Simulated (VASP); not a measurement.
# ZrH (P4_2/mmc) in VASP: a series of runs

The runs below take ZrH through single point, with LDA.

Program: VASP 6.6.1. These are calculated values, not measurements. Logs are shortened: lines on timing, memory, paths and dates and some standing lists are left out, and cuts for length are marked.

### 1 The cell of the first run

The structure is tetragonal, space group P4_2/mmc (No. 131). Conventional cell: a = 3.287 Å, b = 3.287 Å, c = 4.815 Å, α = 90.00°, β = 90.00°, γ = 90.00°. Within 2.7 Å of Zr (site symmetry mmm) lie 4 H at 2.04 Å. Within 2.7 Å of H (site symmetry -4m2) lie 4 Zr at 2.04 Å and 2 H at 2.41 Å.

### 2 Single point, LDA

INCAR reads:

```
PREC     = Accurate       # precision mode
ENCUT    = 520            # plane-wave cutoff, eV
EDIFF    = 1E-6           # SCF threshold, eV
ISMEAR   = 0              # smearing method
SIGMA    = 0.15           # smearing width, eV
LREAL    = False          # projectors in reciprocal space
LASPH    = True           # aspherical terms in the spheres
NELM     = 100            # most SCF steps
ALGO     = Normal         # electronic algorithm
ISIF     = 2              # what is computed and relaxed
LWAVE    = False          # write WAVECAR
LCHARG   = False          # write CHGCAR
GGA      = CA             # functional
NBANDS   = 21             # bands
```

KPOINTS reads:

```
Automatic mesh
0
Gamma
  16 16 12
```

POSCAR reads:

```
ZrH
1.0
    3.2872190233      0.0000000000      0.0000000000
    0.0000000000      3.2872190233      0.0000000000
    0.0000000000      0.0000000000      4.8151576759
Zr H
2 2
Direct
    0.0000000000      0.5000000000      0.0000000000
    0.5000000000      0.0000000000      0.5000000000
    0.0000000000      0.0000000000      0.7500000000
    0.0000000000      0.0000000000      0.2500000000
```

Potentials or basis: VASP PAW LDA potentials, release 64 (Zr_sv, H).

Command:

```
> cat potpaw_LDA.64/Zr_sv/POTCAR potpaw_LDA.64/H/POTCAR > POTCAR
> mpirun -np 1 vasp_std > vasp.out
```

OUTCAR:

```text
PREC = Accurate
   ENCUT = 520
   EDIFF = 1E-6
   ISMEAR = 0
   LREAL = False
   LASPH = True
   NELM = 100
   ISIF = 2
   GGA = CA

 ion  position               nearest neighbor table
   1  0.000  0.500  0.000-   3 2.04   4 2.04   3 2.04   4 2.04   2 3.35   2 3.35   2 3.35   2 3.35
                             2 3.35   2 3.35   2 3.35   2 3.35
   2  0.500  0.000  0.500-   3 2.04   4 2.04   3 2.04   4 2.04   1 3.35   1 3.35   1 3.35   1 3.35
                             1 3.35   1 3.35   1 3.35   1 3.35
   3  0.000  0.000  0.750-   1 2.04   2 2.04   1 2.04   2 2.04
   4  0.000  0.000  0.250-   1 2.04   2 2.04   1 2.04   2 2.04

  LATTYP: Found a simple tetragonal cell.
 ALAT       =     3.2872190233
 C/A-ratio  =     1.4648119404

  Lattice vectors:

 A1 = (   3.2872190233,   0.0000000000,   0.0000000000)
 A2 = (   0.0000000000,   3.2872190233,   0.0000000000)
 A3 = (   0.0000000000,   0.0000000000,   4.8151576759)

Analysis of symmetry for initial positions (statically):
=====================================================================
 Subroutine PRICEL returns:
 Original cell was already a primitive cell.

 Routine SETGRP: Setting up the symmetry group for a
 simple tetragonal supercell.

 Subroutine GETGRP returns: Found 16 space group operations
 (whereof  8 operations were pure point group operations)
 out of a pool of 16 trial point group operations.

The static configuration has the point symmetry D_2h.
 The point group associated with its full space group is D_4h.

Analysis of symmetry for dynamics (positions and initial velocities):
=====================================================================
 Subroutine PRICEL returns:
 Original cell was already a primitive cell.

 Routine SETGRP: Setting up the symmetry group for a
 simple tetragonal supercell.

 Subroutine GETGRP returns: Found 16 space group operations
 (whereof  8 operations were pure point group operations)
 out of a pool of 16 trial point group operations.

The dynamic configuration has the point symmetry D_2h.
 The point group associated with its full space group is D_4h.

 Subroutine INISYM returns: Found 16 space group operations
 (whereof  8 operations are pure point group operations),
 and found     1 'primitive' translations

----------------------------------------------------------------------------------------

                                     Primitive cell

  volume of cell :      52.0317

  direct lattice vectors                    reciprocal lattice vectors
     3.287219023  0.000000000  0.000000000     0.304208510  0.000000000  0.000000000
     0.000000000  3.287219023  0.000000000     0.000000000  0.304208510  0.000000000
     0.000000000  0.000000000  4.815157676     0.000000000  0.000000000  0.207677519

  length of vectors
     3.287219023  3.287219023  4.815157676     0.304208510  0.304208510  0.207677519

  position of ions in fractional coordinates (direct lattice)
     0.000000000  0.500000000  0.000000000
     0.500000000  0.000000000  0.500000000
     0.000000000  0.000000000  0.750000000
     0.000000000  0.000000000  0.250000000

  ion indices of the primitive-cell ions
   primitive index   ion index
                 1           1
                 2           2
                 3           3
                 4           4

----------------------------------------------------------------------------------------

 KPOINTS: Automatic mesh

Automatic generation of k-mesh.
 Grid dimensions read from file:
 generate k-points for:   16   16   12

 Generating k-lattice:

  Cartesian coordinates                     Fractional coordinates (reciprocal lattice)
     0.019013032  0.000000000  0.000000000     0.062500000  0.000000000  0.000000000
     0.000000000  0.019013032  0.000000000     0.000000000  0.062500000  0.000000000
     0.000000000  0.000000000  0.017306460     0.000000000  0.000000000  0.083333333

  Length of vectors
     0.019013032  0.019013032  0.017306460

  Shift w.r.t. Gamma in fractional coordinates (k-lattice)
     0.000000000  0.000000000  0.000000000

 Subroutine IBZKPT returns following result:
 ===========================================

 Found    315 irreducible k-points:

 Following reciprocal coordinates:
            Coordinates               Weight
  0.000000  0.000000  0.000000      1.000000
  0.062500  0.000000  0.000000      4.000000
  0.125000  0.000000  0.000000      4.000000
  0.187500  0.000000  0.000000      4.000000
  0.250000  0.000000  0.000000      4.000000
  0.312500  0.000000  0.000000      4.000000
[... 16 lines left out ...]
  0.437500  0.125000  0.000000      8.000000
  0.500000  0.125000  0.000000      4.000000
 [... further k-points ...]
   k-points           NKPTS =    315   k-points in BZ     NKDIM =    315   number of bands    NBANDS=     21
   number of dos      NEDOS =    301   number of ions     NIONS =      4
   total plane-waves  NPLWV =  20736
   dimension x,y,z NGX =    24 NGY =   24 NGZ =   36
   dimension x,y,z NGXF=    48 NGYF=   48 NGZF=   72
   ions per type =               2   2
   NGX,Y,Z   is equivalent  to a cutoff of  12.14, 12.14, 12.43 a.u.
   NGXF,Y,Z  is equivalent  to a cutoff of  24.28, 24.28, 24.86 a.u.
 SYSTEM =  unknown system
   PREC   = accura    normal or accurate (medium, high low for compatibility)
   ISTART =      0    job   : 0-new  1-cont  2-samecut
   ICHARG =      2    charge: 1-file 2-atom 10-const
   ISPIN  =      1    spin polarized calculation?
   LNONCOLLINEAR =      F non collinear calculations
   LSORBIT =      F    spin-orbit coupling
   LASPH  =      T    aspherical Exc in radial PAW
   ENCUT  =  520.0 eV  38.22 Ry    6.18 a.u.   6.11  6.11  8.95*2*pi/ulx,y,z
   NELM   =    100;   NELMIN=  2; NELMDL= -5     # of ELM steps
   EDIFF  = 0.1E-05   stopping-criterion for ELM
   LREAL  =      F    real-space projection
   EDIFFG = 0.1E-04   stopping-criterion for IOM
   NSW    =      0    number of steps for IOM
   IBRION =     -1    ionic relax: 0-MD 1-quasi-New 2-CG
   NFREE  =      0    steps in history (QN), initial steepest desc. (CG)
   ISIF   =      2    stress and relaxation
   ISYM   =      2    0-nonsym 1-usesym 2-fastsym
   POTIM  = 0.5000    time-step for ionic-motion
   TEBEG  =    0.0;   TEEND  =   0.0 temperature during run
   PSTRESS=    0.0 pullay stress
   NELECT =      26.0000    total number of electrons
   NUPDOWN=      -1.0000    fix difference up-down
   EMIN   =  10.00;   EMAX   =-10.00  energy-range for DOS
   EFERMI =   0.00;   METHOD = LEGACY
   ISMEAR =     0;   SIGMA  =   0.15  broadening in eV -4-tet -1-fermi 0-gaus
   EFERMI_NEDOS =   21; number of points for ismear=-14 and -15
   IALGO  =     38    algorithm
   IMIX   =      4    mixing-type and parameters
     AMIX     =   0.40;   BMIX     =  1.00
     AMIX_MAG =   1.60;   BMIX_MAG =  1.00
  volume/ion in A,a.u.               =      13.01        87.78
  Fermi-wavevector in a.u.,A,eV,Ry     =   1.299102  2.454947 22.962100  1.687667
  Thomas-Fermi vector in A             =   2.430388
   LORBIT       =      0    0 simple, 1 ext, 2 COOP (PROOUT), +10 PAW based schemes
   GGA     = CA    functional components
   LHFCALC =     F    Hartree Fock is set to
   AEXX    =    0.0000 exact exchange contribution
   IVDW    =     0    specifies the selected vdW correction
   LEPSILON=     F    determine dielectric tensor
   LRPA    =     F    only Hartree local field effects (RPA)
 non-spin polarized calculation
 Gauss-broadening in eV      SIGMA  =   0.15
  energy-cutoff  :      520.00
  volume of cell :       52.03
 maximum number of plane-waves:      1432
   NGX = 13   NGY = 13   NGZ = 17

 number of electron      25.9999997 magnetization

 Free energy of the ion-electron system (eV)
  ---------------------------------------------------
  ext. energy  EPLUGINS =         0.00000000
  ---------------------------------------------------
  free energy    TOTEN  =       -27.48632149 eV

  energy without entropy =      -27.46135170  energy(sigma->0) =      -27.47383659

 E-fermi :   8.1001     XC(G=0): -11.2519

 val. band max:        8.0960885177   @ k =   0.5000   0.3750   0.4167
 cond. band min:       8.1020125218   @ k =   0.2500   0.0000   0.0000
 fundamental gap:      0.0059240041
 Fermi energy:         8.1001269484

 k-point     1 :       0.0000    0.0000    0.0000
  band No.  band energies     occupation
      1     -40.5980      2.00000
      2     -40.4772      2.00000
      3     -19.1209      2.00000
      4     -18.6644      2.00000
      5     -18.6644      2.00000
      6     -18.3981      2.00000
[... 13 lines left out ...]
     20      12.7636      0.00000
     21      14.4015      0.00000

 k-point     2 :       0.0625    0.0000    0.0000
  band No.  band energies     occupation
      1     -40.5955      2.00000
      2     -40.4770      2.00000
      3     -19.1121      2.00000
      4     -18.6816      2.00000
      5     -18.6612      2.00000
      6     -18.4090      2.00000
[... 13 lines left out ...]
     20      12.7340      0.00000
     21      14.6790      0.00000

 k-point     3 :       0.1250    0.0000    0.0000
  band No.  band energies     occupation
      1     -40.5880      2.00000
      2     -40.4763      2.00000
      3     -19.0863      2.00000
      4     -18.7306      2.00000
      5     -18.6520      2.00000
      6     -18.4628      2.00000
[... 13 lines left out ...]
     20      12.8115      0.00000
     21      15.1831      0.00000
[... 457 lines left out ...]
 k-point    23 :       0.4375    0.1250    0.0000
  band No.  band energies     occupation
      1     -40.5075      2.00000
      2     -40.4849      2.00000
      3     -19.1047      2.00000
      4     -18.8481      2.00000
      5     -18.7668      2.00000
      6     -18.6312      2.00000
[... 13 lines left out ...]
     20      13.7375      0.00000
     21      15.7709      0.00000

 k-point    24 :       0.5000    0.1250    0.0000
  band No.  band energies     occupation
      1     -40.4974      2.00000
      2     -40.4922      2.00000
      3     -19.1215      2.00000
      4     -18.8643      2.00000
      5     -18.7130      2.00000
      6     -18.6808      2.00000
[... 13 lines left out ...]
     20      13.3359      0.00000
     21      16.0129      0.00000

 [... further k-points ...]
[... 5 lines left out ...]
  --------------------------------------------------------------------------------------
  -------------------------------------------------------------------------------------
  Total       -1.9213992     -1.9213992     -0.6802181      0.0000000      0.0000000      0.0000000
  in kB      -59.1643901    -59.1643901    -20.9455103      0.0000000      0.0000000      0.0000000
  external PRESSURE =     -46.4247635 kB  Pullay stress =       0.0000000 kB

 VOLUME and BASIS-vectors are now :
 -----------------------------------------------------------------------------
  energy-cutoff  :      520.00
  volume of cell :       52.03
      direct lattice vectors                 reciprocal lattice vectors
     3.287219023  0.000000000  0.000000000     0.304208510  0.000000000  0.000000000
     0.000000000  3.287219023  0.000000000     0.000000000  0.304208510  0.000000000
     0.000000000  0.000000000  4.815157676     0.000000000  0.000000000  0.207677519

 POSITION                                       TOTAL-FORCE (eV/Angst)
 -----------------------------------------------------------------------------------
      0.00000      1.64361      0.00000         0.000000      0.000000      0.000000
      1.64361      0.00000      2.40758         0.000000      0.000000      0.000000
      0.00000      0.00000      3.61137        -0.000000     -0.000000     -0.000000
      0.00000      0.00000      1.20379         0.000000      0.000000     -0.000000
 -----------------------------------------------------------------------------------
    total drift:                                0.000000      0.000000     -0.000000

  FREE ENERGIE OF THE ION-ELECTRON SYSTEM (eV)
  ---------------------------------------------------
  free  energy   TOTEN  =       -27.4863214891 eV

  energy  without entropy=      -27.4613516966  energy(sigma->0) =      -27.47383659
```

Wall time 2.8 min (1 thread of Intel Xeon Platinum 8259CL at 2.50GHz (Skylake/Cascade Lake), shared host); peak memory 0.37 GiB.

What came out:

| Item | Value |
| --- | --- |
| Free energy | -27.4863 eV |
| Pressure | -4.6 GPa |
| Band gap on the k mesh | zero (band 13 reaches 8.44 eV, above the bottom of band 14 at 7.35 eV) |

(Continued in part 2 of 2.)
